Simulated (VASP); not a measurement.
# CrO2 in VASP: single point with PBE

Aim: the single point of CrO2 with PBE.

All numbers are computed with VASP 6.6.1; they aren't measurements. Logs are shortened: lines on timing, memory, paths and dates and some standing lists are left out, and cuts for length are marked.

### 1 The cell of the first run

The cell holds a sheet with vacuum, 3 atoms: a = 2.893 Å, b = 2.893 Å, c = 28.538 Å, α = 90.00°, β = 90.00°, γ = 120.00°.

The cell was generated, and may not be a known phase.

### 2 Single point, PBE, collinear spin, ferromagnetic start

File INCAR:

```
SYSTEM = CrO2
PREC = Accurate
ENCUT = 520
EDIFF = 1E-6
ISMEAR = 0
SIGMA = 0.1
LREAL = .False.
LASPH = .True.
NELM = 200
ALGO = Normal
ISIF = 2
LWAVE = .False.
LCHARG = .False.
ISPIN = 2
MAGMOM = 3 0 0
LORBIT = 11
LMAXMIX = 4
LDIPOL = .True.
IDIPOL = 3
DIPOL = 0.5 0.5 0.298
GGA = PE
NBANDS = 24
GGA_COMPAT = .False.
NELMDL = -8
```

File KPOINTS:

```
regular mesh
0
Gamma
  6 6 1
  0 0 0
```

File POSCAR:

```
CrO2
1.0
    2.8903773658     -0.1109686921      0.0000000000
   -1.3492595219      2.5586985074      0.0000000000
    0.0000000000      0.0000000000     28.5379102000
Cr O
1 2
Direct
    0.5000000000      0.0000000000      0.2978494200
    0.1666622959      0.3333378689      0.2645773454
    0.8333377041      0.6666621311      0.3311214945
```

Potentials or basis: VASP PAW PBE potentials, release 64 (Cr_sv, O).

Launch:

```bash
$ cat potpaw_PBE.64/Cr_sv/POTCAR potpaw_PBE.64/O/POTCAR > POTCAR
$ mpirun -np 1 vasp_std > vasp.out
```

OUTCAR:

```text
SYSTEM = CrO2
   PREC = Accurate
   ENCUT = 520
   EDIFF = 1E-6
   ISMEAR = 0
   LREAL = .False.
   LASPH = .True.
   NELM = 200
   ISIF = 2
   ISPIN = 2
   LORBIT = 11
   GGA = PE
   NELMDL = -8

 ion  position               nearest neighbor table
   1  0.500  0.000  0.298-   3 1.92   2 1.92   3 1.92   2 1.92   3 1.92   2 1.92
   2  0.167  0.333  0.265-   1 1.92   1 1.92   1 1.92
   3  0.833  0.667  0.331-   1 1.92   1 1.92   1 1.92

  LATTYP: Found a base centered orthorhombic cell.
 ALAT       =     2.8926526423
 B/A-ratio  =     1.7319226157
 C/A-ratio  =     9.8656540306

  Lattice vectors:

 A1 = (   1.5411178439,   2.4477298153,   0.0000000000)
 A2 = (  -2.8903773658,   0.1109686921,   0.0000000000)
 A3 = (   0.0000000000,   0.0000000000,  28.5379102000)

Analysis of symmetry for initial positions (statically):
=====================================================================
 Subroutine PRICEL returns:
 Original cell was already a primitive cell.

 Routine SETGRP: Setting up the symmetry group for a
 base centered orthorhombic supercell.

 Subroutine GETGRP returns: Found  2 space group operations
 (whereof  1 operations were pure point group operations)
 out of a pool of  8 trial point group operations.

The static configuration has the point symmetry C_1 .
 The point group associated with its full space group is S_2 .

Analysis of symmetry for dynamics (positions and initial velocities):
=====================================================================
 Subroutine PRICEL returns:
 Original cell was already a primitive cell.

 Routine SETGRP: Setting up the symmetry group for a
 base centered orthorhombic supercell.

 Subroutine GETGRP returns: Found  2 space group operations
 (whereof  1 operations were pure point group operations)
 out of a pool of  8 trial point group operations.

The dynamic configuration has the point symmetry C_1 .
 The point group associated with its full space group is S_2 .

Analysis of structural, dynamic, and magnetic symmetry:
=====================================================================
 Subroutine PRICEL returns:
 Original cell was already a primitive cell.

 Routine SETGRP: Setting up the symmetry group for a
 base centered orthorhombic supercell.

 Subroutine GETGRP returns: Found  2 space group operations
 (whereof  1 operations were pure point group operations)
 out of a pool of  8 trial point group operations.

The overall configuration has the point symmetry C_1 .
 The point group associated with its full space group is S_2 .

 Subroutine INISYM returns: Found  2 space group operations
 (whereof  1 operations are pure point group operations),
 and found     1 'primitive' translations

----------------------------------------------------------------------------------------

                                     Primitive cell

  volume of cell :     206.7822

  direct lattice vectors                    reciprocal lattice vectors
     2.890377366 -0.110968692  0.000000000     0.353124668  0.186210614  0.000000000
    -1.349259522  2.558698507  0.000000000     0.015314732  0.398899497  0.000000000
     0.000000000  0.000000000 28.537910200     0.000000000  0.000000000  0.035041108

  length of vectors
     2.892506762  2.892652642 28.537910200     0.399213507  0.399193374  0.035041108

  position of ions in fractional coordinates (direct lattice)
     0.500000000  0.000000000  0.297849420
     0.166662296  0.333337869  0.264577345
     0.833337704  0.666662131  0.331121495

  ion indices of the primitive-cell ions
   primitive index   ion index
                 1           1
                 2           2
                 3           3

----------------------------------------------------------------------------------------

 KPOINTS: regular mesh

Automatic generation of k-mesh.
 Grid dimensions read from file:
 generate k-points for:    6    6    1

 Generating k-lattice:

  Cartesian coordinates                     Fractional coordinates (reciprocal lattice)
     0.058854111  0.031035102  0.000000000     0.166666667 -0.000000000  0.000000000
     0.002552455  0.066483250  0.000000000     0.000000000  0.166666667  0.000000000
     0.000000000  0.000000000  0.035041108     0.000000000  0.000000000  1.000000000

  Length of vectors
     0.066535585  0.066532229  0.035041108

  Shift w.r.t. Gamma in fractional coordinates (k-lattice)
     0.000000000  0.000000000  0.000000000

 Subroutine IBZKPT returns following result:
 ===========================================

 Found     20 irreducible k-points:

 Following reciprocal coordinates:
            Coordinates               Weight
  0.000000  0.000000  0.000000      1.000000
  0.166667  0.000000  0.000000      2.000000
  0.333333  0.000000  0.000000      2.000000
  0.500000 -0.000000  0.000000      1.000000
  0.000000  0.166667  0.000000      2.000000
  0.166667  0.166667  0.000000      2.000000
[... 12 lines left out ...]
  0.333333  0.500000  0.000000      2.000000
  0.500000  0.500000  0.000000      1.000000
   k-points           NKPTS =     20   k-points in BZ     NKDIM =     20   number of bands    NBANDS=     24
   number of dos      NEDOS =    301   number of ions     NIONS =      3
   total plane-waves  NPLWV = 124416
   dimension x,y,z NGX =    24 NGY =   24 NGZ =  216
   dimension x,y,z NGXF=    48 NGYF=   48 NGZF=  432
   ions per type =               1   2
   NGX,Y,Z   is equivalent  to a cutoff of  13.79, 13.79, 12.58 a.u.
   NGXF,Y,Z  is equivalent  to a cutoff of  27.59, 27.59, 25.17 a.u.
 SYSTEM =  CrO2
   PREC   = accura    normal or accurate (medium, high low for compatibility)
   ISTART =      0    job   : 0-new  1-cont  2-samecut
   ICHARG =      2    charge: 1-file 2-atom 10-const
   ISPIN  =      2    spin polarized calculation?
   LNONCOLLINEAR =      F non collinear calculations
   LSORBIT =      F    spin-orbit coupling
   LASPH  =      T    aspherical Exc in radial PAW
   ENCUT  =  520.0 eV  38.22 Ry    6.18 a.u.   5.38  5.38 53.06*2*pi/ulx,y,z
   NELM   =    200;   NELMIN=  2; NELMDL= -8     # of ELM steps
   EDIFF  = 0.1E-05   stopping-criterion for ELM
   LREAL  =      F    real-space projection
   EDIFFG = 0.1E-04   stopping-criterion for IOM
   NSW    =      0    number of steps for IOM
   IBRION =     -1    ionic relax: 0-MD 1-quasi-New 2-CG
   NFREE  =      0    steps in history (QN), initial steepest desc. (CG)
   ISIF   =      2    stress and relaxation
   ISYM   =      2    0-nonsym 1-usesym 2-fastsym
   POTIM  = 0.5000    time-step for ionic-motion
   TEBEG  =    0.0;   TEEND  =   0.0 temperature during run
   PSTRESS=    0.0 pullay stress
   NELECT =      26.0000    total number of electrons
   NUPDOWN=      -1.0000    fix difference up-down
   EMIN   =  10.00;   EMAX   =-10.00  energy-range for DOS
   EFERMI =   0.00;   METHOD = LEGACY
   ISMEAR =     0;   SIGMA  =   0.10  broadening in eV -4-tet -1-fermi 0-gaus
   EFERMI_NEDOS =   21; number of points for ismear=-14 and -15
   IALGO  =     38    algorithm
   IMIX   =      4    mixing-type and parameters
     AMIX     =   0.40;   BMIX     =  1.00
     AMIX_MAG =   1.60;   BMIX_MAG =  1.00
  volume/ion in A,a.u.               =      68.93       465.15
  Fermi-wavevector in a.u.,A,eV,Ry     =   0.820153  1.549864  9.151971  0.672651
  Thomas-Fermi vector in A             =   1.931085
   LORBIT       =     11    0 simple, 1 ext, 2 COOP (PROOUT), +10 PAW based schemes
   GGA     = PE    functional components
   LHFCALC =     F    Hartree Fock is set to
   AEXX    =    0.0000 exact exchange contribution
   IVDW    =     0    specifies the selected vdW correction
   LEPSILON=     F    determine dielectric tensor
   LRPA    =     F    only Hartree local field effects (RPA)
 spin polarized calculation
 Gauss-broadening in eV      SIGMA  =   0.10
  energy-cutoff  :      520.00
  volume of cell :      206.78
 maximum number of plane-waves:      5651
 NGX is ok and might be reduce to    24
   NGX = 11   NGY = 11   NGZ =107

 dipolmoment           0.000000      0.000000      0.000003 electrons x Angstroem

 number of electron      25.9999983 magnetization       2.0000084

 dipolmoment           0.000000      0.000000     -0.000003 electrons x Angstroem

 Free energy of the ion-electron system (eV)
  ---------------------------------------------------
  ext. energy  EPLUGINS =         0.00000000
  ---------------------------------------------------
  free energy    TOTEN  =       -24.86311102 eV

  energy without entropy =      -24.85125370  energy(sigma->0) =      -24.85718236

 E-fermi :  -5.0424     XC(G=0):  -2.0632

 val. band max:       -5.2113003734   @ k =   0.5000  -0.0000   0.0000
 cond. band min:      -5.0384424273   @ k =  -0.3333   0.1667   0.0000
 fundamental gap:      0.1728579461
 Fermi energy:        -5.0424169964

 spin component 1

 k-point     1 :       0.0000    0.0000    0.0000
  band No.  band energies     occupation
      1     -78.5530      1.00000
      2     -49.8497      1.00000
      3     -49.7318      1.00000
      4     -49.7317      1.00000
      5     -24.6487      1.00000
      6     -22.6033      1.00000
[... 529 lines left out ...]
     23       7.8859      0.00000
     24       8.0026      0.00000
 Fermi energy:        -5.0424169964

 spin component 2

 k-point     1 :       0.0000    0.0000    0.0000
  band No.  band energies     occupation
      1     -76.3063      1.00000
      2     -47.6202      1.00000
      3     -47.5413      1.00000
      4     -47.5411      1.00000
      5     -24.6553      1.00000
      6     -22.6702      1.00000
[... 529 lines left out ...]
     23       7.9430      0.00000
     24       8.0432      0.00000

------------------------ aborting loop because EDIFF is reached ----------------------------------------

 vacuum level on the upper side and lower side of the slab       (xc-potential included)        -0.158        -0.159

  FORCE on cell =-STRESS in cart. coord.  units (eV):
  Direction    XX          YY          ZZ          XY          YZ          ZX
  --------------------------------------------------------------------------------------
  -------------------------------------------------------------------------------------
  Total       -0.2470769     -0.2482933     -0.2986156      0.0013893      0.0001977     -0.0006397
  in kB       -1.9143858     -1.9238111     -2.3137146      0.0107647      0.0015322     -0.0049561
  external PRESSURE =      -2.0506372 kB  Pullay stress =       0.0000000 kB

 VOLUME and BASIS-vectors are now :
 -----------------------------------------------------------------------------
  energy-cutoff  :      520.00
  volume of cell :      206.78
      direct lattice vectors                 reciprocal lattice vectors
     2.890377366 -0.110968692  0.000000000     0.353124668  0.186210614  0.000000000
    -1.349259522  2.558698507  0.000000000     0.015314732  0.398899497  0.000000000
     0.000000000  0.000000000 28.537910200     0.000000000  0.000000000  0.035041108

 POSITION                                       TOTAL-FORCE (eV/Angst)
 -----------------------------------------------------------------------------------
      1.44519     -0.05548      8.50000         0.000000     -0.000000      0.000000
      0.03196      0.83442      7.55048         0.000340     -0.000098      0.013341
      1.50916      1.61331      9.44952        -0.000340      0.000098     -0.013341
 -----------------------------------------------------------------------------------
    total drift:                                0.000000     -0.000000      0.000271

  FREE ENERGIE OF THE ION-ELECTRON SYSTEM (eV)
  ---------------------------------------------------
  free  energy   TOTEN  =       -24.8631110230 eV

  energy  without entropy=      -24.8512537009  energy(sigma->0) =      -24.85718236

 vacuum level on the upper side and lower side of the slab         1.738         1.737

 total charge

# of ion       s       p       d       tot
------------------------------------------
    1        2.144   6.042   3.391  11.576
    2        1.580   3.425   0.000   5.005
    3        1.580   3.425   0.000   5.005
--------------------------------------------------
tot          5.304  12.892   3.391  21.587

 magnetization (x)

# of ion       s       p       d       tot
------------------------------------------
    1        0.014   0.008   1.906   1.929
    2        0.000  -0.058   0.000  -0.058
    3        0.000  -0.058   0.000  -0.058
--------------------------------------------------
tot          0.015  -0.108   1.906   1.813
```

Wall time 3.9 min (1 thread of Intel Xeon 6975P-C (Granite Rapids), shared host); peak memory 0.51 GiB.

Results:

| Quantity | Value |
| --- | --- |
| Free energy | -24.8631 eV |
| Largest force | 0.013 eV/Å |
| Band gap on the k mesh | zero (filled and empty bands overlap) |
| Net moment | 2.00 μB per cell |
| Site moments | Cr +1.93; O -0.06 μB |
| Valence electrons inside the program's atomic spheres | Cr 11.58; O 5.00 |

Forces on the atoms (eV/Å):
```
Cr   0.000  0.000  0.000
O    0.000  0.000  0.013
O    0.000  0.000 -0.013
```

Levels at points of the mesh, in eV from the Fermi level:
Spin up:
```csv
k point,band 11,band 12,band 13,band 14,band 15,band 16,band 17,band 18
"(0.00, 0.00, 0.00)",-1.73,-1.73,-1.41,-1.41,0.64,3.61,3.61,6.12
"(0.50, 0.00, 0.00)",-3.08,-2.33,-0.82,-0.68,-0.17,2.92,3.43,10.91
"(0.00, 0.50, 0.00)",-3.08,-2.33,-0.82,-0.68,-0.17,2.92,3.43,10.91
"(0.50, 0.50, 0.00)",-3.08,-2.33,-0.82,-0.68,-0.17,2.92,3.43,10.91
```
Spin down:
```csv
k point,band 10,band 11,band 12,band 13,band 14,band 15
"(0.00, 0.00, 0.00)",-2.26,-1.80,-1.80,1.02,1.02,2.49
"(0.50, 0.00, 0.00)",-3.43,-3.09,-2.39,1.16,1.90,2.03
"(0.00, 0.50, 0.00)",-3.43,-3.09,-2.39,1.16,1.90,2.03
"(0.50, 0.50, 0.00)",-3.43,-3.09,-2.39,1.16,1.90,2.03
```

Caveat: the k points lie up to 0.42 Å⁻¹ apart; semilocal functionals often make such compounds metallic where correlation or magnetic order opens a gap, which also shifts bond lengths. With open d or f shells a metallic result of PBE can be an artefact of self-interaction; +U or a hybrid may open a gap.

The gap in the log of VASP goes by the Fermi energy; the results here count the filled bands.